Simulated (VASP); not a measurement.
# P (P2/m) in VASP: notebook, part 2 of 2

VASP 6.6.1. The steps go on from the part before.

## 4. Single point, PBEsol+D3(BJ) (strain -0.0500 x Voigt [0, 0, 0, 0, 1, 0])

File INCAR:

```
PREC     = Accurate       # precision mode
ENCUT    = 520            # plane-wave cutoff, eV
EDIFF    = 1E-6           # SCF threshold, eV
ISMEAR   = 0              # smearing method
SIGMA    = 0.15           # smearing width, eV
LREAL    = False          # projectors in reciprocal space
LASPH    = True           # aspherical terms in the spheres
NELM     = 100            # most SCF steps
ALGO     = Normal         # electronic algorithm
ISIF     = 2              # what is computed and relaxed
LWAVE    = False          # write WAVECAR
LCHARG   = True           # write CHGCAR
GGA      = PS             # functional
IVDW     = 12             # dispersion correction
LELF     = True           # ELF
LVHAR    = True         
NBANDS   = 8              # bands
```

File KPOINTS:

```
Automatic mesh
0
Gamma
  12 12 12
```

File POSCAR:

```
P
1.0
    4.2729048574      0.0000000000     -0.1068226214
    0.0000000000      4.2729048574      0.0000000000
   -0.1094500000      0.0000000000      4.3780000000
P
1
Direct
    0.0000000000      0.0000000000      0.0000000000
```

Potentials or basis: VASP PAW PBE potentials, release 64 (P).

Launch:

```sh
cat potpaw_PBE.64/P/POTCAR > POTCAR
mpirun -np 1 vasp_std > vasp.out
```

OUTCAR:

```text
PREC = Accurate
   ENCUT = 520
   EDIFF = 1E-6
   ISMEAR = 0
   LREAL = False
   LASPH = True
   NELM = 100
   ISIF = 2
   GGA = PS
   IVDW = 12
 IVDW          = 12

 ion  position               nearest neighbor table
   1  0.000  0.000  0.000-

  LATTYP: Found a simple monoclinic cell.
 ALAT       =     4.2742399316
 B/A-ratio  =     0.9996876464
 C/A-ratio  =     1.0245957132
 COS(beta)  =    -0.0499687695

  Lattice vectors:

 A1 = (   4.2729048574,   0.0000000000,  -0.1068226214)
 A2 = (   0.0000000000,   4.2729048574,   0.0000000000)
 A3 = (  -0.1094500000,   0.0000000000,   4.3780000000)

Analysis of symmetry for initial positions (statically):
=====================================================================
 Subroutine PRICEL returns:
 Original cell was already a primitive cell.

 Routine SETGRP: Setting up the symmetry group for a
 simple monoclinic supercell.

 Subroutine GETGRP returns: Found  4 space group operations
 (whereof  4 operations were pure point group operations)
 out of a pool of  4 trial point group operations.

The static configuration has the point symmetry C_2h.

Analysis of symmetry for dynamics (positions and initial velocities):
=====================================================================
 Subroutine PRICEL returns:
 Original cell was already a primitive cell.

 Routine SETGRP: Setting up the symmetry group for a
 simple monoclinic supercell.

 Subroutine GETGRP returns: Found  4 space group operations
 (whereof  4 operations were pure point group operations)
 out of a pool of  4 trial point group operations.

The dynamic configuration has the point symmetry C_2h.

 Subroutine INISYM returns: Found  4 space group operations
 (whereof  4 operations are pure point group operations),
 and found     1 'primitive' translations

----------------------------------------------------------------------------------------

                                     Primitive cell

  volume of cell :      79.8823

  direct lattice vectors                    reciprocal lattice vectors
     4.272904857  0.000000000 -0.106822621     0.234179188  0.000000000  0.005854480
     0.000000000  4.272904857  0.000000000     0.000000000  0.234032826  0.000000000
    -0.109450000  0.000000000  4.378000000     0.005713941  0.000000000  0.228557650

  length of vectors
     4.274239932  4.272904857  4.379367911     0.234252358  0.234032826  0.228629063

  position of ions in fractional coordinates (direct lattice)
     0.000000000  0.000000000  0.000000000

  ion indices of the primitive-cell ions
   primitive index   ion index
                 1           1

----------------------------------------------------------------------------------------

 KPOINTS: Automatic mesh

Automatic generation of k-mesh.
 Grid dimensions read from file:
 generate k-points for:   12   12   12

 Generating k-lattice:

  Cartesian coordinates                     Fractional coordinates (reciprocal lattice)
     0.019514932  0.000000000  0.000487873     0.083333333  0.000000000  0.000000000
     0.000000000  0.019502736  0.000000000     0.000000000  0.083333333  0.000000000
     0.000476162  0.000000000  0.019046471     0.000000000  0.000000000  0.083333333

  Length of vectors
     0.019521030  0.019502736  0.019052422

  Shift w.r.t. Gamma in fractional coordinates (k-lattice)
     0.000000000  0.000000000  0.000000000

 Subroutine IBZKPT returns following result:
 ===========================================

 Found    518 irreducible k-points:

 Following reciprocal coordinates:
            Coordinates               Weight
  0.000000  0.000000  0.000000      1.000000
  0.083333  0.000000  0.000000      2.000000
  0.166667  0.000000 -0.000000      2.000000
  0.250000  0.000000  0.000000      2.000000
  0.333333  0.000000  0.000000      2.000000
  0.416667  0.000000  0.000000      2.000000
[... 16 lines left out ...]
  0.083333  0.250000  0.000000      4.000000
  0.166667  0.250000 -0.000000      4.000000
 [... further k-points ...]
   k-points           NKPTS =    518   k-points in BZ     NKDIM =    518   number of bands    NBANDS=      8
   number of dos      NEDOS =    301   number of ions     NIONS =      1
   total plane-waves  NPLWV =  36864
   dimension x,y,z NGX =    32 NGY =   32 NGZ =   36
   dimension x,y,z NGXF=    64 NGYF=   64 NGZF=   72
   ions per type =               1
   NGX,Y,Z   is equivalent  to a cutoff of  12.45, 12.45, 13.67 a.u.
   NGXF,Y,Z  is equivalent  to a cutoff of  24.89, 24.90, 27.33 a.u.
 SYSTEM =  unknown system
   PREC   = accura    normal or accurate (medium, high low for compatibility)
   ISTART =      0    job   : 0-new  1-cont  2-samecut
   ICHARG =      2    charge: 1-file 2-atom 10-const
   ISPIN  =      1    spin polarized calculation?
   LNONCOLLINEAR =      F non collinear calculations
   LSORBIT =      F    spin-orbit coupling
   LASPH  =      T    aspherical Exc in radial PAW
   ENCUT  =  520.0 eV  38.22 Ry    6.18 a.u.   7.95  7.94  8.14*2*pi/ulx,y,z
   NELM   =    100;   NELMIN=  2; NELMDL= -5     # of ELM steps
   EDIFF  = 0.1E-05   stopping-criterion for ELM
   LREAL  =      F    real-space projection
   EDIFFG = 0.1E-04   stopping-criterion for IOM
   NSW    =      0    number of steps for IOM
   IBRION =     -1    ionic relax: 0-MD 1-quasi-New 2-CG
   NFREE  =      0    steps in history (QN), initial steepest desc. (CG)
   ISIF   =      2    stress and relaxation
   ISYM   =      2    0-nonsym 1-usesym 2-fastsym
   POTIM  = 0.5000    time-step for ionic-motion
   TEBEG  =    0.0;   TEEND  =   0.0 temperature during run
   PSTRESS=    0.0 pullay stress
   NELECT =       5.0000    total number of electrons
   NUPDOWN=      -1.0000    fix difference up-down
   EMIN   =  10.00;   EMAX   =-10.00  energy-range for DOS
   EFERMI =   0.00;   METHOD = LEGACY
   ISMEAR =     0;   SIGMA  =   0.15  broadening in eV -4-tet -1-fermi 0-gaus
   EFERMI_NEDOS =   21; number of points for ismear=-14 and -15
   IALGO  =     38    algorithm
   IMIX   =      4    mixing-type and parameters
     AMIX     =   0.40;   BMIX     =  1.00
     AMIX_MAG =   1.60;   BMIX_MAG =  1.00
  volume/ion in A,a.u.               =      79.88       539.07
  Fermi-wavevector in a.u.,A,eV,Ry     =   0.650002  1.228325  5.748495  0.422502
  Thomas-Fermi vector in A             =   1.719140
   LORBIT       =      0    0 simple, 1 ext, 2 COOP (PROOUT), +10 PAW based schemes
   GGA     = PS    functional components
   LHFCALC =     F    Hartree Fock is set to
   AEXX    =    0.0000 exact exchange contribution
   IVDW    =    12    specifies the selected vdW correction
   LEPSILON=     F    determine dielectric tensor
   LRPA    =     F    only Hartree local field effects (RPA)
 non-spin polarized calculation
 Gauss-broadening in eV      SIGMA  =   0.15
  energy-cutoff  :      520.00
  volume of cell :       79.88
 maximum number of plane-waves:      2174
   NGX = 15   NGY = 15   NGZ = 17

 number of electron       4.9999999 magnetization

 Free energy of the ion-electron system (eV)
  ---------------------------------------------------
  ext. energy  EPLUGINS =         0.00000000
  ---------------------------------------------------
  free energy    TOTEN  =        -1.18749061 eV

  energy without entropy =       -1.14924979  energy(sigma->0) =       -1.16837020

 E-fermi :  -3.0774     XC(G=0):  -5.0550

 val. band max:       -3.0784483343   @ k =  -0.3333   0.2500   0.1667
 cond. band min:      -3.0762085065   @ k =   0.2500   0.3333   0.2500
 fundamental gap:      0.0022398278
 Fermi energy:        -3.0773897233

 k-point     1 :       0.0000    0.0000    0.0000
  band No.  band energies     occupation
      1     -11.8084      2.00000
      2      -2.6342      0.00003
      3      -2.5209      0.00000
      4      -2.5159      0.00000
      5       1.5523      0.00000
      6       4.3716      0.00000
      7       4.4488      0.00000
      8       8.9184      0.00000
[... 243 lines left out ...]
 k-point    24 :       0.1667    0.2500   -0.0000
  band No.  band energies     occupation
      1     -11.6849      2.00000
      2      -3.2522      1.90068
      3      -2.8384      0.02424
      4      -2.5198      0.00000
      5       2.7193      0.00000
      6       4.8413      0.00000
      7       5.3750      0.00000
      8       6.6330      0.00000

 [... further k-points ...]

------------------------ aborting loop because EDIFF is reached ----------------------------------------

 Edisp (eV)   -0.08095

 E8    (eV) :    -0.0477

  FORCE on cell =-STRESS in cart. coord.  units (eV):
  Direction    XX          YY          ZZ          XY          YZ          ZX
  --------------------------------------------------------------------------------------
  -------------------------------------------------------------------------------------
  Total      -2.08538    -2.08872    -1.87920     0.00000     0.00000     0.09366
  in kB     -41.82597   -41.89280   -37.69053     0.00000     0.00000     1.87842
  external pressure =      -40.47 kB  Pullay stress =        0.00 kB

 VOLUME and BASIS-vectors are now :
 -----------------------------------------------------------------------------
  energy-cutoff  :      520.00
  volume of cell :       79.88
      direct lattice vectors                 reciprocal lattice vectors
     4.272904857  0.000000000 -0.106822621     0.234179188  0.000000000  0.005854480
     0.000000000  4.272904857  0.000000000     0.000000000  0.234032826  0.000000000
    -0.109450000  0.000000000  4.378000000     0.005713941  0.000000000  0.228557650

 POSITION                                       TOTAL-FORCE (eV/Angst)
 -----------------------------------------------------------------------------------
      0.00000      0.00000      0.00000        -0.000000      0.000000      0.000000
 -----------------------------------------------------------------------------------
    total drift:                                0.000000      0.000000      0.000000

  FREE ENERGIE OF THE ION-ELECTRON SYSTEM (eV)
  ---------------------------------------------------
  free  energy   TOTEN  =        -1.2684401334 eV

  energy  without entropy=       -1.2301993109  energy(sigma->0) =       -1.24931972
```

It took 4.7 min on 1 thread of Intel Xeon 8259CL, shared host; peak memory 0.4 GiB.

What came out:

```
Free energy                : -1.2684 eV
Pressure                   : -4.0 GPa
Band gap on the k mesh     : zero (an odd number of electrons rules out a gap without spin polarisation)
Dispersion energy per atom : -0.081 eV
```

Stress tensor (GPa, compression positive):
```
-4.18  0.00  0.19
 0.00 -4.19  0.00
 0.19  0.00 -3.77
```

Caveat: the cell differs from its parent crystal (strain -0.0500 x Voigt [0, 0, 0, 0, 1, 0]); the cell stands under tension; the PAW data sets were made with another functional, which shifts forces and pressure a little.

## 5. Overview

```tsv
cell	gap on the mesh (eV)	pressure (GPa)
a = 4.277, b = 4.273, c = 4.382 Å, angles 90.0, 85.0, 90.0°, 1 atom	none	-4.0
a = 4.275, b = 4.273, c = 4.380 Å, angles 90.0, 86.4, 90.0°, 1 atom	none	-4.0
a = 4.274, b = 4.273, c = 4.379 Å, angles 90.0, 92.9, 90.0°, 1 atom	none	-4.0
```

Alike in all rows: task single point; level PBEsol+D3(BJ); potentials or basis VASP PAW PBE potentials, release 64 (P); no spin polarisation; k mesh 12 × 12 × 12; cutoff (eV) 520; smearing gaussian 0.15 eV.

Caveats: the cell stands under tension; the PAW data sets were made with another functional, which shifts forces and pressure a little.

Total energies depend on the potentials used, so only differences within one code and one set of settings carry meaning.
